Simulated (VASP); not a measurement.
# Mg (P6_3/mmc) in VASP: further runs

The runs below take Mg through single point, with PBE.

Everything below comes from runs of VASP 6.6.1. Logs are shortened: lines on timing, memory, paths and dates and some standing lists are left out, and cuts for length are marked.

## (1) The cell of the first run

Symmetry: P6_3/mmc, No. 194, hexagonal system. The conventional cell has a = 3.248 Å, b = 3.248 Å, c = 5.277 Å, α = 90.00°, β = 90.00°, γ = 120.00°. Mg (site symmetry -6m2) has 12 Mg at 3.24 to 3.25 Å within 4.3 Å.

## (2) Single point, PBE

Contents of INCAR:

```
SYSTEM = Mg
ALGO = Normal
EDIFF = 1E-7
ENCUT = 520
GGA = PE
ISIF = 2
ISMEAR = -1
LASPH = .True.
LCHARG = .True.
LELF = .True.
LREAL = .False.
LVHAR = .True.
LWAVE = .False.
NBANDS = 9
NELM = 60
PREC = Accurate
SIGMA = 0.05
```

Contents of KPOINTS:

```
k-points
0
Gamma
  10 10 5
  0 0 0
```

Contents of POSCAR:

```
Mg
1.0
    3.2484984700      0.0000000000      0.0000000000
   -1.6242492400      2.8132822000      0.0000000000
    0.0000000000      0.0000000000      5.2772000000
Mg
2
Direct
    0.3333333300      0.6666666700      0.2500000000
    0.6666666700      0.3333333300      0.7500000000
```

Potentials or basis: VASP PAW PBE potentials, release 64 (Mg).

Command:

```bash
$ cat potpaw_PBE.64/Mg/POTCAR > POTCAR
$ mpirun -np 1 vasp_std > vasp.out
```

OUTCAR:

```text
SYSTEM = Mg
   EDIFF = 1E-7
   ENCUT = 520
   GGA = PE
   ISIF = 2
   ISMEAR = -1
   LASPH = .True.
   LREAL = .False.
   NELM = 60
   PREC = Accurate

 ion  position               nearest neighbor table
   1  0.333  0.667  0.250-   2 3.24   2 3.24   2 3.24   2 3.24   2 3.24   2 3.24
   2  0.667  0.333  0.750-   1 3.24   1 3.24   1 3.24   1 3.24   1 3.24   1 3.24

  LATTYP: Found a hexagonal cell.
 ALAT       =     3.2484984700
 C/A-ratio  =     1.6245043822

  Lattice vectors:

 A1 = (   3.2484984700,   0.0000000000,   0.0000000000)
 A2 = (  -1.6242492400,   2.8132822000,   0.0000000000)
 A3 = (   0.0000000000,   0.0000000000,   5.2772000000)

Analysis of symmetry for initial positions (statically):
=====================================================================
 Subroutine PRICEL returns:
 Original cell was already a primitive cell.

 Routine SETGRP: Setting up the symmetry group for a
 hexagonal supercell.

 Subroutine GETGRP returns: Found 24 space group operations
 (whereof 12 operations were pure point group operations)
 out of a pool of 24 trial point group operations.

The static configuration has the point symmetry D_3d.
 The point group associated with its full space group is D_6h.

Analysis of symmetry for dynamics (positions and initial velocities):
=====================================================================
 Subroutine PRICEL returns:
 Original cell was already a primitive cell.

 Routine SETGRP: Setting up the symmetry group for a
 hexagonal supercell.

 Subroutine GETGRP returns: Found 24 space group operations
 (whereof 12 operations were pure point group operations)
 out of a pool of 24 trial point group operations.

The dynamic configuration has the point symmetry D_3d.
 The point group associated with its full space group is D_6h.

 Subroutine INISYM returns: Found 24 space group operations
 (whereof 12 operations are pure point group operations),
 and found     1 'primitive' translations

----------------------------------------------------------------------------------------

                                     Primitive cell

  volume of cell :      48.2280

  direct lattice vectors                    reciprocal lattice vectors
     3.248498470  0.000000000  0.000000000     0.307834530  0.177728349  0.000000000
    -1.624249240  2.813282200  0.000000000     0.000000000  0.355456698  0.000000000
     0.000000000  0.000000000  5.277200000     0.000000000  0.000000000  0.189494429

  length of vectors
     3.248498470  3.248498473  5.277200000     0.355456698  0.355456698  0.189494429

  position of ions in fractional coordinates (direct lattice)
     0.333333330  0.666666670  0.250000000
     0.666666670  0.333333330  0.750000000

  ion indices of the primitive-cell ions
   primitive index   ion index
                 1           1
                 2           2

----------------------------------------------------------------------------------------

 KPOINTS: k-points

Automatic generation of k-mesh.
 Grid dimensions read from file:
 generate k-points for:   10   10    5

 Generating k-lattice:

  Cartesian coordinates                     Fractional coordinates (reciprocal lattice)
     0.030783453  0.017772835  0.000000000     0.100000000  0.000000000  0.000000000
     0.000000000  0.035545670  0.000000000     0.000000000  0.100000000  0.000000000
     0.000000000  0.000000000  0.037898886     0.000000000  0.000000000  0.200000000

  Length of vectors
     0.035545670  0.035545670  0.037898886

  Shift w.r.t. Gamma in fractional coordinates (k-lattice)
     0.000000000  0.000000000  0.000000000

 Subroutine IBZKPT returns following result:
 ===========================================

 Found     42 irreducible k-points:

 Following reciprocal coordinates:
            Coordinates               Weight
  0.000000  0.000000  0.000000      1.000000
  0.100000 -0.000000  0.000000      6.000000
  0.200000 -0.000000  0.000000      6.000000
  0.300000 -0.000000  0.000000      6.000000
  0.400000 -0.000000  0.000000      6.000000
  0.500000  0.000000  0.000000      3.000000
[... 16 lines left out ...]
  0.300000  0.100000  0.200000     24.000000
  0.400000  0.100000  0.200000     24.000000
 [... further k-points ...]
   k-points           NKPTS =     42   k-points in BZ     NKDIM =     42   number of bands    NBANDS=      9
   number of dos      NEDOS =    301   number of ions     NIONS =      2
   total plane-waves  NPLWV =  23040
   dimension x,y,z NGX =    24 NGY =   24 NGZ =   40
   dimension x,y,z NGXF=    48 NGYF=   48 NGZF=   80
   ions per type =               2
   NGX,Y,Z   is equivalent  to a cutoff of  12.28, 12.28, 12.60 a.u.
   NGXF,Y,Z  is equivalent  to a cutoff of  24.56, 24.56, 25.20 a.u.
 SYSTEM =  Mg
   PREC   = accura    normal or accurate (medium, high low for compatibility)
   ISTART =      0    job   : 0-new  1-cont  2-samecut
   ICHARG =      2    charge: 1-file 2-atom 10-const
   ISPIN  =      1    spin polarized calculation?
   LNONCOLLINEAR =      F non collinear calculations
   LSORBIT =      F    spin-orbit coupling
   LASPH  =      T    aspherical Exc in radial PAW
   ENCUT  =  520.0 eV  38.22 Ry    6.18 a.u.   6.04  6.04  9.81*2*pi/ulx,y,z
   NELM   =     60;   NELMIN=  2; NELMDL= -5     # of ELM steps
   EDIFF  = 0.1E-06   stopping-criterion for ELM
   LREAL  =      F    real-space projection
   EDIFFG = 0.1E-05   stopping-criterion for IOM
   NSW    =      0    number of steps for IOM
   IBRION =     -1    ionic relax: 0-MD 1-quasi-New 2-CG
   NFREE  =      0    steps in history (QN), initial steepest desc. (CG)
   ISIF   =      2    stress and relaxation
   ISYM   =      2    0-nonsym 1-usesym 2-fastsym
   POTIM  = 0.5000    time-step for ionic-motion
   TEBEG  =    0.0;   TEEND  =   0.0 temperature during run
   PSTRESS=    0.0 pullay stress
   NELECT =       4.0000    total number of electrons
   NUPDOWN=      -1.0000    fix difference up-down
   EMIN   =  10.00;   EMAX   =-10.00  energy-range for DOS
   EFERMI =   0.00;   METHOD = LEGACY
   ISMEAR =    -1;   SIGMA  =   0.05  broadening in eV -4-tet -1-fermi 0-gaus
   EFERMI_NEDOS =   21; number of points for ismear=-14 and -15
   IALGO  =     38    algorithm
   IMIX   =      4    mixing-type and parameters
     AMIX     =   0.40;   BMIX     =  1.00
     AMIX_MAG =   1.60;   BMIX_MAG =  1.00
  volume/ion in A,a.u.               =      24.11       162.73
  Fermi-wavevector in a.u.,A,eV,Ry     =   0.713940  1.349151  6.935028  0.509710
  Thomas-Fermi vector in A             =   1.801709
   LORBIT       =      0    0 simple, 1 ext, 2 COOP (PROOUT), +10 PAW based schemes
   GGA     = PE    functional components
   LHFCALC =     F    Hartree Fock is set to
   AEXX    =    0.0000 exact exchange contribution
   IVDW    =     0    specifies the selected vdW correction
   LEPSILON=     F    determine dielectric tensor
   LRPA    =     F    only Hartree local field effects (RPA)
 non-spin polarized calculation
  energy-cutoff  :      520.00
  volume of cell :       48.23
 maximum number of plane-waves:      1314
   NGX = 13   NGY = 13   NGZ = 19

 number of electron       4.0000000 magnetization

 Free energy of the ion-electron system (eV)
  ---------------------------------------------------
  ext. energy  EPLUGINS =         0.00000000
  ---------------------------------------------------
  free energy    TOTEN  =        -2.99465067 eV

  energy without entropy =       -2.98250370  energy(sigma->0) =       -2.98857719

 E-fermi :   2.4085     XC(G=0):  -8.3403

 val. band max:        2.3932686736   @ k =   0.2000   0.1000   0.0000
 cond. band min:       2.4231333815   @ k =   0.3000   0.3000   0.0000
 fundamental gap:      0.0298647079
 Fermi energy:         2.4085498614

 k-point     1 :       0.0000    0.0000    0.0000
  band No.  band energies     occupation
      1      -4.3404      2.00000
      2       0.7773      2.00000
      3       1.1310      2.00000
      4      13.0445      0.00000
      5      13.0445      0.00000
      6      13.0616      0.00000
      7      13.0616      0.00000
      8      13.9285      0.00000
      9      15.3636      0.00000

 k-point     2 :       0.1000   -0.0000    0.0000
  band No.  band energies     occupation
      1      -4.1499      2.00000
      2       0.9523      2.00000
      3       1.3170      2.00000
      4      10.2920      0.00000
      5      11.5984      0.00000
      6      12.4130      0.00000
      7      14.7443      0.00000
      8      14.7740      0.00000
      9      14.8911      0.00000

 k-point     3 :       0.2000   -0.0000    0.0000
  band No.  band energies     occupation
      1      -3.5807      2.00000
      2       1.4777      2.00000
      3       1.8651      1.99996
      4       7.3977      0.00000
      5      10.4664      0.00000
      6      10.9920      0.00000
      7      12.0312      0.00000
      8      13.0221      0.00000
      9      14.9740      0.00000

 k-point     4 :       0.3000   -0.0000    0.0000
  band No.  band energies     occupation
      1      -2.6391      2.00000
      2       2.3539      1.49776
      3       2.7072      0.00509
      4       4.8357      0.00000
      5       9.3676      0.00000
      6       9.4145      0.00000
      7       9.6599      0.00000
      8      11.4000      0.00000
      9      14.0791      0.00000

 k-point     5 :       0.4000   -0.0000    0.0000
  band No.  band energies     occupation
      1      -1.3359      2.00000
      2       2.2262      1.94918
      3       3.5797      0.00000
      4       4.2404      0.00000
      5       7.1307      0.00000
      6       7.5188      0.00000
      7       9.1773      0.00000
      8      10.5547      0.00000
      9      13.5344      0.00000

 k-point     6 :       0.5000    0.0000    0.0000
  band No.  band energies     occupation
      1       0.2941      2.00000
      2       0.3266      2.00000
      3       4.9727      0.00000
      4       5.3834      0.00000
      5       5.5199      0.00000
      6       5.9351      0.00000
      7       9.0166      0.00000
      8      10.3002      0.00000
      9      13.3518      0.00000
[... 169 lines left out ...]
 k-point    21 :       0.1000    0.1000    0.2000
  band No.  band energies     occupation
      1      -3.5547      2.00000
      2      -0.3799      2.00000
      3       3.7377      0.00000
      4       8.9915      0.00000
      5       9.2376      0.00000
      6      11.8081      0.00000
      7      12.1000      0.00000
      8      12.7853      0.00000
      9      14.5909      0.00000

 k-point    22 :       0.2000    0.1000    0.2000
  band No.  band energies     occupation
      1      -2.8008      2.00000
      2       0.3474      2.00000
      3       4.3854      0.00000
      4       6.3971      0.00000
      5       8.0273      0.00000
      6       9.4324      0.00000
      7      11.0287      0.00000
      8      12.9583      0.00000
      9      13.1601      0.00000

 k-point    23 :       0.3000    0.1000    0.2000
  band No.  band energies     occupation
      1      -1.6809      2.00000
      2       1.4133      2.00000
      3       3.7725      0.00000
      4       5.5554      0.00000
      5       6.6534      0.00000
      6       7.7395      0.00000
      7      10.2469      0.00000
      8      11.0791      0.00000
      9      12.8652      0.00000

 k-point    24 :       0.4000    0.1000    0.2000
  band No.  band energies     occupation
      1      -0.2096      2.00000
      2       1.5578      2.00000
      3       2.9599      0.00003
      4       4.6621      0.00000
      5       6.5795      0.00000
      6       7.4840      0.00000
      7       8.9182      0.00000
      8      10.2022      0.00000
      9      12.5670      0.00000

 [... further k-points ...]

------------------------ aborting loop because EDIFF is reached ----------------------------------------

  FORCE on cell =-STRESS in cart. coord.  units (eV):
  Direction    XX          YY          ZZ          XY          YZ          ZX
  --------------------------------------------------------------------------------------
  -------------------------------------------------------------------------------------
  Total       -0.6223021     -0.6223021     -0.2508549      0.0000000      0.0000000      0.0000000
  in kB      -20.6734202    -20.6734202     -8.3336186      0.0000000      0.0000000      0.0000000
  external PRESSURE =     -16.5601530 kB  Pullay stress =       0.0000000 kB

 VOLUME and BASIS-vectors are now :
 -----------------------------------------------------------------------------
  energy-cutoff  :      520.00
  volume of cell :       48.23
      direct lattice vectors                 reciprocal lattice vectors
     3.248498470  0.000000000  0.000000000     0.307834530  0.177728349  0.000000000
    -1.624249240  2.813282200  0.000000000     0.000000000  0.355456698  0.000000000
     0.000000000  0.000000000  5.277200000     0.000000000  0.000000000  0.189494429

 POSITION                                       TOTAL-FORCE (eV/Angst)
 -----------------------------------------------------------------------------------
     -0.00000      1.87552      1.31930        -0.000000      0.000000      0.000000
      1.62425      0.93776      3.95790         0.000000     -0.000000      0.000000
 -----------------------------------------------------------------------------------
    total drift:                                0.000000     -0.000000      0.000000

  FREE ENERGIE OF THE ION-ELECTRON SYSTEM (eV)
  ---------------------------------------------------
  free  energy   TOTEN  =        -2.9946506727 eV

  energy  without entropy=       -2.9825036976  energy(sigma->0) =       -2.98857719
```

Run time: 14 s. Hardware: 1 thread of AMD EPYC 7R13 (Zen 3), shared host; peak memory 0.13 GiB.

Results:

```yaml
Free_energy: -2.9947 eV
Pressure: -1.7 GPa
Band_gap_on_the_k_mesh: zero (band 2 reaches 3.06 eV, above the bottom of band 3 at 1.13 eV)
```

## (3) Single point, PBE

Contents of INCAR:

```
PREC = Accurate ; ENCUT = 520
EDIFF = 1E-6 ; ISMEAR = -1
SIGMA = 0.05 ; LREAL = F
LASPH = T ; NELM = 60
ALGO = Normal ; ISIF = 2
LWAVE = F ; LCHARG = F
GGA = PE ; NBANDS = 9
```

Contents of KPOINTS:

```
regular mesh
0
Gamma
  10 10 5
```

POSCAR is that of step 2.

Potentials or basis: VASP PAW PBE potentials, release 64 (Mg).

Command:

```bash
$ cat potpaw_PBE.64/Mg/POTCAR > POTCAR
$ mpirun -np 1 vasp_std > vasp.out
```

Wall time 11 s (1 thread of AMD EPYC 7R13 (Zen 3), shared host); peak memory 0.13 GiB.

The run converged. Its results:

- Free energy: -2.9947 eV
- Pressure: -1.7 GPa
- Band gap on the k mesh: zero (band 2 reaches 3.06 eV, above the bottom of band 3 at 1.13 eV)

Stress tensor (GPa, compression positive):
```
-2.07  0.00  0.00
 0.00 -2.07  0.00
 0.00  0.00 -0.83
```

Levels at points of the mesh, in eV from the Fermi level:
```
           k point  band 1  band 2  band 3  band 4  band 5  band 6  band 7
(0.00, 0.00, 0.00)   -6.75   -1.63   -1.28   10.64   10.64   10.65   10.65
(0.50, 0.00, 0.00)   -2.11   -2.08    2.56    2.97    3.11    3.53    6.61
```

## (4) Single point, PBE

Contents of INCAR:

```
PREC = Accurate ; ENCUT = 520
EDIFF = 1E-6 ; ISMEAR = -1
SIGMA = 5E-4 ; LREAL = False
LASPH = True ; NELM = 80
ALGO = Normal ; ISIF = 2
LWAVE = False ; LCHARG = False
GGA = PE ; NBANDS = 9
```

Contents of KPOINTS:

```
Automatic mesh
0
Gamma
  10 10 5
```

POSCAR is that of step 3.

Command:

```bash
$ cat potpaw_PBE.64/Mg/POTCAR > POTCAR
$ mpirun -np 1 vasp_std > vasp.out
```

Run time: 10 s. Hardware: 1 thread of AMD EPYC 7R13 (Zen 3), shared host; peak memory 0.13 GiB.

It converged, with:

```yaml
Free_energy: -2.9860 eV
Pressure: -1.7 GPa
Band_gap_on_the_k_mesh: zero (band 2 reaches 3.06 eV, above the bottom of band 3 at 1.13 eV)
```

Stress tensor (GPa, compression positive):
```
-1.81  0.00  0.00
 0.00 -1.81  0.00
 0.00  0.00 -1.55
```

Levels at points of the mesh, in eV from the Fermi level:
```tsv
k point	band 1	band 2	band 3	band 4	band 5
(0.00, 0.00, 0.00)	-6.71	-1.59	-1.24	10.68	10.68
(0.50, 0.00, 0.00)	-2.07	-2.04	2.61	3.02	3.15
```
